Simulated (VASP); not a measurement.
# GaP (zincblende type) (F-43m) in VASP: a series of runs, part 2 of 2

VASP 6.6.1. The steps go on from the part before.

## Step 4: Single point, LDA

This run uses another cell than the first one, of 19.59 Å³/atom, 1.136 times its volume.

INCAR reads:

```
SYSTEM = GaP
PREC = Accurate ; ENCUT = 520
EDIFF = 1E-6 ; ISMEAR = -1
SIGMA = 0.1 ; LREAL = .False.
LASPH = .True. ; NELM = 60
ALGO = Normal ; ISIF = 2
LWAVE = .False. ; LCHARG = .True.
GGA = CA ; LELF = .True.
LVHAR = .True. ; NBANDS = 16
```

KPOINTS reads:

```
regular mesh
0
Gamma
  13 13 13
  0 0 0
```

POSCAR reads:

```
GaP
1.0
    0.0000000000      2.6955485356      2.6955485356
    2.6955485356      0.0000000000      2.6955485356
    2.6955485356      2.6955485356      0.0000000000
Ga P
1 1
Direct
    0.0000000000      0.0000000000      0.0000000000
    0.2500000000      0.2500000000      0.2500000000
```

Potentials or basis: VASP PAW LDA potentials, release 64 (Ga_d, P).

Run with:

```
> cat potpaw_LDA.64/Ga_d/POTCAR potpaw_LDA.64/P/POTCAR > POTCAR
> mpirun -np 1 vasp_std > vasp.out
```

OUTCAR:

```text
SYSTEM = GaP
   PREC = Accurate
   ENCUT = 520
   EDIFF = 1E-6
   ISMEAR = -1
   LREAL = .False.
   LASPH = .True.
   NELM = 60
   ISIF = 2
   GGA = CA

 ion  position               nearest neighbor table
   1  0.000  0.000  0.000-   2 2.33   2 2.33   2 2.33   2 2.33
   2  0.250  0.250  0.250-   1 2.33   1 2.33   1 2.33   1 2.33

  LATTYP: Found a face centered cubic cell.
 ALAT       =     5.3910970712

  Lattice vectors:

 A1 = (   0.0000000000,   2.6955485356,   2.6955485356)
 A2 = (   2.6955485356,   0.0000000000,   2.6955485356)
 A3 = (   2.6955485356,   2.6955485356,   0.0000000000)

Analysis of symmetry for initial positions (statically):
=====================================================================
 Subroutine PRICEL returns:
 Original cell was already a primitive cell.

 Routine SETGRP: Setting up the symmetry group for a
 face centered cubic supercell.

 Subroutine GETGRP returns: Found 24 space group operations
 (whereof 24 operations were pure point group operations)
 out of a pool of 48 trial point group operations.

The static configuration has the point symmetry T_d .

Analysis of symmetry for dynamics (positions and initial velocities):
=====================================================================
 Subroutine PRICEL returns:
 Original cell was already a primitive cell.

 Routine SETGRP: Setting up the symmetry group for a
 face centered cubic supercell.

 Subroutine GETGRP returns: Found 24 space group operations
 (whereof 24 operations were pure point group operations)
 out of a pool of 48 trial point group operations.

The dynamic configuration has the point symmetry T_d .

 Subroutine INISYM returns: Found 24 space group operations
 (whereof 24 operations are pure point group operations),
 and found     1 'primitive' translations

[... 105 lines left out ...]
   NELECT =      18.0000    total number of electrons
   NUPDOWN=      -1.0000    fix difference up-down
   EMIN   =  10.00;   EMAX   =-10.00  energy-range for DOS
   EFERMI =   0.00;   METHOD = LEGACY
   ISMEAR =    -1;   SIGMA  =   0.10  broadening in eV -4-tet -1-fermi 0-gaus
   EFERMI_NEDOS =   21; number of points for ismear=-14 and -15
   IALGO  =     38    algorithm
   IMIX   =      4    mixing-type and parameters
     AMIX     =   0.40;   BMIX     =  1.00
     AMIX_MAG =   1.60;   BMIX_MAG =  1.00
  volume/ion in A,a.u.               =      19.59       132.17
  Fermi-wavevector in a.u.,A,eV,Ry     =   1.263306  2.387302 21.714105  1.595942
  Thomas-Fermi vector in A             =   2.396670
   LORBIT       =      0    0 simple, 1 ext, 2 COOP (PROOUT), +10 PAW based schemes
   GGA     = CA    functional components
   LHFCALC =     F    Hartree Fock is set to
   AEXX    =    0.0000 exact exchange contribution
   IVDW    =     0    specifies the selected vdW correction
   LEPSILON=     F    determine dielectric tensor
   LRPA    =     F    only Hartree local field effects (RPA)
 non-spin polarized calculation
  energy-cutoff  :      520.00
  volume of cell :       39.17
 maximum number of plane-waves:      1067
   NGX = 15   NGY = 15   NGZ = 15

 number of electron      17.9999998 magnetization

 Free energy of the ion-electron system (eV)
  ---------------------------------------------------
  ext. energy  EPLUGINS =         0.00000000
  ---------------------------------------------------
  free energy    TOTEN  =       -10.45356319 eV

  energy without entropy =      -10.45353494  energy(sigma->0) =      -10.45354907

 E-fermi :   5.5360     XC(G=0): -10.3117

 val. band max:        4.8479299663   @ k =   0.0000   0.0000   0.0000
 cond. band min:       6.2488633552   @ k =   0.4615   0.4615   0.0000
 fundamental gap:      1.4009333889
 Fermi energy:         5.5359727761

 k-point     1 :       0.0000    0.0000    0.0000
  band No.  band energies     occupation
      1      -9.9160      2.00000
      2      -9.9160      2.00000
      3      -9.9160      2.00000
      4      -9.8076      2.00000
      5      -9.8076      2.00000
      6      -7.9130      2.00000
[... 433 lines left out ...]
      3      -9.8787      2.00000
      4      -9.8131      2.00000
      5      -9.7964      2.00000
      6      -5.7866      2.00000
[... 8 lines left out ...]
     15      16.7289      0.00000
     16      16.8057      0.00000

 [... further k-points ...]
[... 5 lines left out ...]
  --------------------------------------------------------------------------------------
  -------------------------------------------------------------------------------------
  Total        0.0229297      0.0229297      0.0229297     -0.0000000      0.0000000     -0.0000000
  in kB        0.9378599      0.9378599      0.9378599     -0.0000000      0.0000000     -0.0000000
  external PRESSURE =       0.9378599 kB  Pullay stress =       0.0000000 kB

 VOLUME and BASIS-vectors are now :
 -----------------------------------------------------------------------------
  energy-cutoff  :      520.00
  volume of cell :       39.17
      direct lattice vectors                 reciprocal lattice vectors
     0.000000000  2.695548536  2.695548536    -0.185491002  0.185491002  0.185491002
     2.695548536  0.000000000  2.695548536     0.185491002 -0.185491002  0.185491002
     2.695548536  2.695548536  0.000000000     0.185491002  0.185491002 -0.185491002

 POSITION                                       TOTAL-FORCE (eV/Angst)
 -----------------------------------------------------------------------------------
      0.00000      0.00000      0.00000        -0.000000     -0.000000     -0.000000
      1.34777      1.34777      1.34777         0.000000      0.000000      0.000000
 -----------------------------------------------------------------------------------
    total drift:                                0.000000      0.000000      0.000000

  FREE ENERGIE OF THE ION-ELECTRON SYSTEM (eV)
  ---------------------------------------------------
  free  energy   TOTEN  =       -10.4535631938 eV

  energy  without entropy=      -10.4535349417  energy(sigma->0) =      -10.45354907
```

OSZICAR:

```text
N       E                     dE             d eps       ncg     rms          rms(c)
DAV:   1     0.803870608508E+02    0.80387E+02   -0.89578E+03  2792   0.164E+03
DAV:   2    -0.429446744986E+01   -0.84682E+02   -0.80479E+02  2976   0.313E+02
DAV:   3    -0.106834958550E+02   -0.63890E+01   -0.63660E+01  3408   0.662E+01
DAV:   4    -0.107849190474E+02   -0.10142E+00   -0.10140E+00  3272   0.903E+00
DAV:   5    -0.107868690103E+02   -0.19500E-02   -0.19498E-02  3464   0.112E+00    0.449E+00
DAV:   6    -0.105088008536E+02    0.27807E+00   -0.36459E-01  4160   0.106E+01    0.290E+00
DAV:   7    -0.104582943591E+02    0.50506E-01   -0.89317E-02  3664   0.211E+00    0.108E+00
DAV:   8    -0.104536010018E+02    0.46934E-02   -0.11673E-02  3240   0.120E+00    0.210E-01
DAV:   9    -0.104535590599E+02    0.41942E-04   -0.10241E-03  3920   0.412E-01    0.638E-02
DAV:  10    -0.104535573381E+02    0.17218E-05   -0.54671E-05  4152   0.873E-02    0.269E-02
DAV:  11    -0.104535634475E+02   -0.61094E-05   -0.94106E-06  3320   0.448E-02    0.828E-03
DAV:  12    -0.104535631938E+02    0.25368E-06   -0.49453E-07  2288   0.787E-03
   1 F= -.10453563E+02 E0= -.10453549E+02  d E =-.282521E-04
```

It took 24 s on 1 thread of Intel Xeon Platinum 8488C (Sapphire Rapids), shared host; peak memory 0.17 GiB.

What came out:

| Quantity | Value |
| --- | --- |
| Free energy | -10.4536 eV |
| Pressure | 0.1 GPa |
| Band gap on the k mesh | 1.40 eV, indirect (least direct gap 1.91 eV) |

Levels at points of the mesh, in eV from the valence-band top:
```csv
k point,band 5,band 6,band 7,band 8,band 9,band 10,band 11,band 12,band 13,band 14
"(0.00, 0.00, 0.00)",-14.66,-12.76,0.00,0.00,0.00,1.91,3.78,3.78,3.78,8.64
```

## Step 5: Relaxation of cell and atoms, LDA

This run uses another cell than the first one, of 19.91 Å³/atom, 1.155 times its volume.

INCAR reads:

```
SYSTEM = GaP
PREC = Accurate ; ENCUT = 600
EDIFF = 1E-7 ; ISMEAR = -1
SIGMA = 0.1 ; LREAL = .False.
LASPH = .True. ; NELM = 60
ALGO = Normal ; ISIF = 3
LWAVE = .False. ; LCHARG = .False.
GGA = CA ; IBRION = 2
NSW = 60 ; EDIFFG = -0.005
```

KPOINTS is that of step 4.

POSCAR reads:

```
GaP
1.0
    0.0000000000      2.7103316823      2.7103316823
    2.7103316823      0.0000000000      2.7103316823
    2.7103316823      2.7103316823      0.0000000000
Ga P
1 1
Direct
    0.0000000000      0.0000000000      0.0000000000
    0.2500000000      0.2500000000      0.2500000000
```

Run with:

```
> cat potpaw_LDA.64/Ga_d/POTCAR potpaw_LDA.64/P/POTCAR > POTCAR
> mpirun -np 1 vasp_std > vasp.out
```

Wall time 45 s (1 thread of Intel Xeon Platinum 8488C (Sapphire Rapids), shared host); peak memory 0.2 GiB.

It converged, with:

* Free energy: -10.4538 eV
* Relaxed volume: 19.61 Å³/atom
* Relaxed cell: a = 3.814 Å, b = 3.814 Å, c = 3.814 Å, α = 60.00°, β = 60.00°, γ = 60.00°
* Space group after relaxing (to 0.05 Å): F-43m (No. 216)
* Energy gained by relaxing: 1.3 meV/atom
* Ionic steps: 3
* Pressure after relaxing: 0.0 GPa
* Band gap on the k mesh: 1.40 eV, indirect (least direct gap 1.90 eV)

The path:
| step | energy change (eV) | largest force (eV/Å) | pressure (GPa) | volume (Å³) |
| --- | --- | --- | --- | --- |
| 1 | 0.0000 | 0.0000 | -1.31 | 39.82 |
| 2 | -0.0017 | 0.0000 | 0.83 | 38.89 |
| 3 | -0.0025 | 0.0000 | -0.03 | 39.22 |

Final structure:
```yaml
crystal:
  lattice:
    - [0.00000, 2.69660, 2.69660]
    - [2.69660, 0.00000, 2.69660]
    - [2.69660, 2.69660, 0.00000]
  atoms:
    - { symbol: Ga, position: [0.00000, 0.00000, 0.00000] }
    - { symbol: P, position: [0.25000, 0.25000, 0.25000] }
```

Levels at points of the mesh, in eV from the valence-band top:
```tsv
k point	band 5	band 6	band 7	band 8	band 9	band 10	band 11	band 12	band 13
(0.00, 0.00, 0.00)	-14.65	-12.75	0.00	0.00	0.00	1.90	3.78	3.78	3.78
```

A k mesh can miss the band edges.

## Step 6: Overview

```csv
task,cell,cutoff (eV),gap on the mesh (eV),pressure (GPa)
single point,"a = 3.653 Å, angles 60.0°, 2 atoms",520,1.12,15.4
single point,"a = 3.734 Å, angles 60.0°, 2 atoms",520,1.27,6.5
single point,"a = 3.812 Å, angles 60.0°, 2 atoms",520,1.40,0.1
relaxation of cell and atoms,"relaxed from a = 3.833 Å, angles 60.0°, 2 atoms",600,1.40,0.0
```

Alike in all rows: level LDA; potentials or basis VASP PAW LDA potentials, release 64 (Ga_d, P); no spin polarisation; k mesh 13 × 13 × 13; smearing fermi-dirac 0.1 eV.

Absolute energies hang on the potentials; compare differences alone.
